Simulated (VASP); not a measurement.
# Li3SCl (Pm-3m) in VASP: vibrations by perturbation theory with LDA

Aim: the vibrations by perturbation theory of Li3SCl with LDA.

Everything below comes from runs of VASP 6.6.1. Logs are shortened: lines on timing, memory, paths and dates and some standing lists are left out, and cuts for length are marked.

## Step 1: The cell of the first run

It takes space group Pm-3m (No. 221, cubic). The conventional cell has a = 4.219 Å, b = 4.219 Å, c = 4.219 Å, α = 90.00°, β = 90.00°, γ = 90.00°. Within 3.9 Å of S (site symmetry m-3m) lie 12 Li at 2.98 Å and 8 Cl at 3.65 Å. Cl (site symmetry m-3m) has 6 Li at 2.11 Å within 2.8 Å. Li (site symmetry 4/mmm) has 2 Cl at 2.11 Å within 2.8 Å.

## Step 2: Vibrations by perturbation theory, LDA

The input, INCAR:

```
SYSTEM = Li3SCl
PREC = Accurate
ENCUT = 520
EDIFF = 1E-8
ISMEAR = 0
SIGMA = 0.01
LREAL = .FALSE.
LASPH = .TRUE.
NELM = 100
ALGO = Normal
ISIF = 2
LWAVE = .FALSE.
LCHARG = .FALSE.
NBANDS = 19
IBRION = 8
NSW = 1
LEPSILON = .TRUE.
```

The input, KPOINTS:

```
regular mesh
0
G
  6 6 6
  0 0 0
```

The input, POSCAR:

```
Li3SCl
1.0
    4.2193000000      0.0000000000      0.0000000000
    0.0000000000      4.2193000000      0.0000000000
    0.0000000000      0.0000000000      4.2193000000
S Cl Li
1 1 3
Direct
    0.0000000000      0.0000000000      0.0000000000
    0.5000000000      0.5000000000      0.5000000000
    0.5000000000      0.5000000000      0.0000000000
    0.5000000000      0.0000000000      0.5000000000
    0.0000000000      0.5000000000      0.5000000000
```

Potentials or basis: VASP PAW LDA potentials, release 64 (S, Cl, Li_sv).

On the command line:

```bash
> cat potpaw_LDA.64/S/POTCAR potpaw_LDA.64/Cl/POTCAR potpaw_LDA.64/Li_sv/POTCAR > POTCAR
> mpirun -np 1 vasp_std > vasp.out
```

OUTCAR:

```text
SYSTEM = Li3SCl
   PREC = Accurate
   ENCUT = 520
   EDIFF = 1E-8
   ISMEAR = 0
   LREAL = .FALSE.
   LASPH = .TRUE.
   NELM = 100
   ISIF = 2
   IBRION = 8
   NSW = 1
   LEPSILON = .TRUE.

 ion  position               nearest neighbor table
   1  0.000  0.000  0.000-
   2  0.500  0.500  0.500-   3 2.11   4 2.11   5 2.11   3 2.11   4 2.11   5 2.11
   3  0.500  0.500  0.000-   2 2.11   2 2.11
   4  0.500  0.000  0.500-   2 2.11   2 2.11
   5  0.000  0.500  0.500-   2 2.11   2 2.11

  LATTYP: Found a simple cubic cell.
 ALAT       =     4.2193000000

  Lattice vectors:

 A1 = (   4.2193000000,   0.0000000000,   0.0000000000)
 A2 = (   0.0000000000,   4.2193000000,   0.0000000000)
 A3 = (   0.0000000000,   0.0000000000,   4.2193000000)

Analysis of symmetry for initial positions (statically):
=====================================================================
 Subroutine PRICEL returns:
 Original cell was already a primitive cell.

 Routine SETGRP: Setting up the symmetry group for a
 simple cubic supercell.

 Subroutine GETGRP returns: Found 48 space group operations
 (whereof 48 operations were pure point group operations)
 out of a pool of 48 trial point group operations.

The static configuration has the point symmetry O_h .

Analysis of symmetry for dynamics (positions and initial velocities):
=====================================================================
 Subroutine PRICEL returns:
 Original cell was already a primitive cell.

 Routine SETGRP: Setting up the symmetry group for a
 simple cubic supercell.

 Subroutine GETGRP returns: Found 48 space group operations
 (whereof 48 operations were pure point group operations)
 out of a pool of 48 trial point group operations.

The dynamic configuration has the point symmetry O_h .

 Subroutine INISYM returns: Found 48 space group operations
 (whereof 48 operations are pure point group operations),
 and found     1 'primitive' translations

----------------------------------------------------------------------------------------

                                     Primitive cell

  volume of cell :      75.1141

  direct lattice vectors                    reciprocal lattice vectors
     4.219300000  0.000000000  0.000000000     0.237006138  0.000000000  0.000000000
     0.000000000  4.219300000  0.000000000     0.000000000  0.237006138  0.000000000
     0.000000000  0.000000000  4.219300000     0.000000000  0.000000000  0.237006138

  length of vectors
     4.219300000  4.219300000  4.219300000     0.237006138  0.237006138  0.237006138

  position of ions in fractional coordinates (direct lattice)
     0.000000000  0.000000000  0.000000000
     0.500000000  0.500000000  0.500000000
     0.500000000  0.500000000  0.000000000
     0.500000000  0.000000000  0.500000000
     0.000000000  0.500000000  0.500000000

  ion indices of the primitive-cell ions
[... 650 lines left out ...]

 INTERNAL STRAIN TENSOR  FOR ION    3  DIRECTION 3   (eV/Angst):
 -----------------------------------------------------------------------------
    -0.00268  0.00000 -0.00000
     0.00000 -0.00268  0.00000
    -0.00000  0.00000 -0.01221

 MACROSCOPIC STATIC DIELECTRIC TENSOR (including local field effects in DFT)
 ------------------------------------------------------
           4.825383    -0.000000    -0.000000
          -0.000000     4.825383    -0.000000
          -0.000000    -0.000000     4.825383
 ------------------------------------------------------

 PIEZOELECTRIC TENSOR (including local field effects)  for field in x, y, z        (e  Angst)
          XX          YY          ZZ          XY          YZ          ZX
  --------------------------------------------------------------------------------
  x     0.00000     0.00000     0.00000     0.00000     0.00000     0.00000
  y     0.00000     0.00000     0.00000     0.00000     0.00000     0.00000
  z     0.00000     0.00000     0.00000     0.00000     0.00000     0.00000

 PIEZOELECTRIC TENSOR (including local field effects)  for field in x, y, z        (C/m^2)
          XX          YY          ZZ          XY          YZ          ZX
  --------------------------------------------------------------------------------
  x     0.00000     0.00000     0.00000     0.00000     0.00000     0.00000
  y     0.00000     0.00000     0.00000     0.00000     0.00000     0.00000
  z     0.00000     0.00000     0.00000     0.00000     0.00000     0.00000

 BORN EFFECTIVE CHARGES (including local field effects) (in |e|, cummulative output)
 ---------------------------------------------------------------------------------
 ion    1
    1    -2.47019     0.00000     0.00000
    2     0.00000    -2.47019    -0.00000
    3     0.00000     0.00000    -2.47019
 ion    2
    1    -1.19874     0.00000     0.00000
    2    -0.00000    -1.19874    -0.00000
    3     0.00000     0.00000    -1.19874
 ion    3
    1     1.31539    -0.00000     0.00000
    2    -0.00000     1.31539     0.00000
    3    -0.00000     0.00000     1.03813
 ion    4
    1     1.31539     0.00000     0.00000
    2    -0.00000     1.03813     0.00000
    3     0.00000     0.00000     1.31539
 ion    5
    1     1.03813     0.00000     0.00000
    2     0.00000     1.31539    -0.00000
    3    -0.00000     0.00000     1.31539

 INTERNAL STRAIN TENSOR FOR ION    5 for displacements in x,y,z  (eV/Angst):
          X           Y           Z          XY          YZ          ZX
  --------------------------------------------------------------------------------
  x     0.00000     0.00000     0.00000     0.00000     0.00000     0.00000
  y     0.00000     0.00000     0.00000     0.00000     0.00000     0.00000
  z     0.00000     0.00000     0.00000     0.00000     0.00000     0.00000

 SECOND DERIVATIVES (NOT SYMMETRIZED)
 ------------------------------------
               1X          1Y          1Z          2X          2Y          2Z          3X          3Y          3Z          4X          4Y          4Z          5X          5Y          5Z
  1X    -0.379811   -0.000000   -0.000000    1.694139    0.000000    0.000000   -0.937183    0.000000    0.000000   -0.937183    0.000000    0.000000    0.560038    0.000000   -0.000000
  1Y    -0.000000   -0.379811   -0.000000    0.000000    1.694139    0.000000    0.000000   -0.937183    0.000000    0.000000    0.560038   -0.000000    0.000000   -0.937183    0.000000
  1Z     0.000000    0.000000   -0.379811   -0.000000    0.000000    1.694139   -0.000000    0.000000    0.560038   -0.000000    0.000000   -0.937183   -0.000000    0.000000   -0.937183
  2X     1.685188   -0.000000   -0.000000  -10.207668    0.000000   -0.000000   -0.850730    0.000000   -0.000000   -0.850730   -0.000000    0.000000   10.223941    0.000000   -0.000000
  2Y    -0.000000    1.685188   -0.000000   -0.000000  -10.207668    0.000000    0.000000   -0.850730    0.000000    0.000000   10.223941    0.000000   -0.000000   -0.850730    0.000000
  2Z    -0.000000   -0.000000    1.685188   -0.000000   -0.000000  -10.207668    0.000000    0.000000   10.223941    0.000000   -0.000000   -0.850730   -0.000000    0.000000   -0.850730
  3X    -1.047187    0.000000    0.000000   -0.798412    0.000000    0.000000    1.387007    0.000000    0.000000   -0.037249    0.000000    0.000000    0.495840    0.000000    0.000000
  3Y     0.000000   -1.047187    0.000000    0.000000   -0.798412    0.000000    0.000000    1.387007    0.000000    0.000000    0.495840    0.000000    0.000000   -0.037249    0.000000
  3Z     0.000000    0.000000    0.568027   -0.000000    0.000000   10.203778   -0.000000   -0.000000  -11.693555   -0.000000   -0.000000    0.460875   -0.000000    0.000000    0.460875
  4X    -1.047187    0.000000    0.000000   -0.798412    0.000000    0.000000   -0.037249    0.000000    0.000000    1.387007    0.000000    0.000000    0.495840    0.000000    0.000000
  4Y     0.000000    0.568027    0.000000    0.000000   10.203778   -0.000000   -0.000000    0.460875   -0.000000    0.000000  -11.693555    0.000000   -0.000000    0.460875   -0.000000
  4Z     0.000000    0.000000   -1.047187    0.000000    0.000000   -0.798412    0.000000    0.000000    0.495840    0.000000    0.000000    1.387007    0.000000    0.000000   -0.037249
  5X     0.568027    0.000000    0.000000   10.203778   -0.000000    0.000000    0.460875   -0.000000   -0.000000    0.460875    0.000000   -0.000000  -11.693555    0.000000    0.000000
  5Y     0.000000   -1.047187    0.000000    0.000000   -0.798412    0.000000    0.000000   -0.037249    0.000000    0.000000    0.495840    0.000000    0.000000    1.387007    0.000000
  5Z     0.000000    0.000000   -1.047187    0.000000    0.000000   -0.798412    0.000000    0.000000    0.495840    0.000000    0.000000   -0.037249    0.000000    0.000000    1.387007

 Eigenvectors and eigenvalues of the dynamical matrix
 ----------------------------------------------------

   1 f  =   21.725717 THz   136.506707 2PiTHz  724.691918 cm-1    89.850306 meV
             X         Y         Z           dx          dy          dz
      0.000000  0.000000  0.000000     0.011064   -0.000361    0.002198
      2.109650  2.109650  2.109650     0.360807   -0.011761    0.071691
      2.109650  2.109650  0.000000     0.038463   -0.001254   -0.180778
      2.109650  0.000000  2.109650     0.038463    0.029657    0.007643
      0.000000  2.109650  2.109650    -0.909821   -0.001254    0.007643
[... 105 lines left out ...]
  15 f/i=    7.723729 THz    48.529618 2PiTHz  257.635855 cm-1    31.942761 meV
             X         Y         Z           dx          dy          dz
      0.000000  0.000000  0.000000    -0.008577   -0.325248   -0.183787
      2.109650  2.109650  2.109650    -0.004473   -0.169626   -0.095850
      2.109650  2.109650  0.000000     0.014712    0.557871   -0.013593
      2.109650  0.000000  2.109650     0.014712   -0.024055    0.315235
      0.000000  2.109650  2.109650    -0.000634    0.557871    0.315235

--------------------------------------------------------------------------------------------------------

 MACROSCOPIC STATIC DIELECTRIC TENSOR IONIC CONTRIBUTION
 ------------------------------------------------------
           1.934668     0.000000     0.000000
           0.000000     1.934668    -0.000000
           0.000000    -0.000000     1.934668
 ------------------------------------------------------

 ELASTIC MODULI CONTR FROM IONIC RELAXATION (kBar)
 Direction    XX          YY          ZZ          XY          YZ          ZX
 --------------------------------------------------------------------------------
 XX           0.0000      0.0000      0.0000      0.0000      0.0000      0.0000
 YY           0.0000      0.0000      0.0000      0.0000      0.0000      0.0000
 ZZ           0.0000      0.0000      0.0000      0.0000      0.0000      0.0000
 XY           0.0000      0.0000      0.0000      0.0000      0.0000      0.0000
 YZ           0.0000      0.0000      0.0000      0.0000      0.0000      0.0000
 ZX           0.0000      0.0000      0.0000      0.0000      0.0000      0.0000
 --------------------------------------------------------------------------------

 PIEZOELECTRIC TENSOR IONIC CONTR  for field in x, y, z        (C/m^2)
          XX          YY          ZZ          XY          YZ          ZX
  --------------------------------------------------------------------------------
  x     0.00000     0.00000     0.00000     0.00000     0.00000     0.00000
  y     0.00000     0.00000     0.00000     0.00000     0.00000     0.00000
  z     0.00000     0.00000     0.00000     0.00000     0.00000     0.00000
```

Wall time 11 min (1 thread of AMD EPYC 7R13 (Zen 3), shared host); peak memory 0.38 GiB.

What came out:

```yaml
Electronic_dielectric_tensor_diagonal: 4.83
Born_charges_mean_of_the_diagonal: S -2.47; Cl -1.20; Li +1.22 e
Highest_phonon_frequency_at_Γ_LO-TO_splitting_left_out: 725 cm⁻¹
Most_unstable_mode: 258i cm⁻¹
```

Phonon frequencies in cm⁻¹ (negative: imaginary):
| q point | frequencies |
| --- | --- |
| (0.000, 0.000, 0.000) | -258 -258 -258 -235 -235 -235 -4 -4 -4 155 155 155 725 725 725 |

Electronic dielectric tensor:
```
4.83 0.00 0.00
0.00 4.83 0.00
0.00 0.00 4.83
```

Born effective charge tensors (e):
atom 1, S
```
-2.47  0.00  0.00
 0.00 -2.47  0.00
 0.00  0.00 -2.47
```
atom 2, Cl
```
-1.20  0.00  0.00
 0.00 -1.20  0.00
 0.00  0.00 -1.20
```
atom 3, Li
```
1.32 0.00 0.00
0.00 1.32 0.00
0.00 0.00 1.04
```
atom 4, Li
```
1.32 0.00 0.00
0.00 1.04 0.00
0.00 0.00 1.32
```
atom 5, Li
```
1.04 0.00 0.00
0.00 1.32 0.00
0.00 0.00 1.32
```

Caveat: the cell stands under pressure or tension, which shifts response properties; some modes are imaginary.
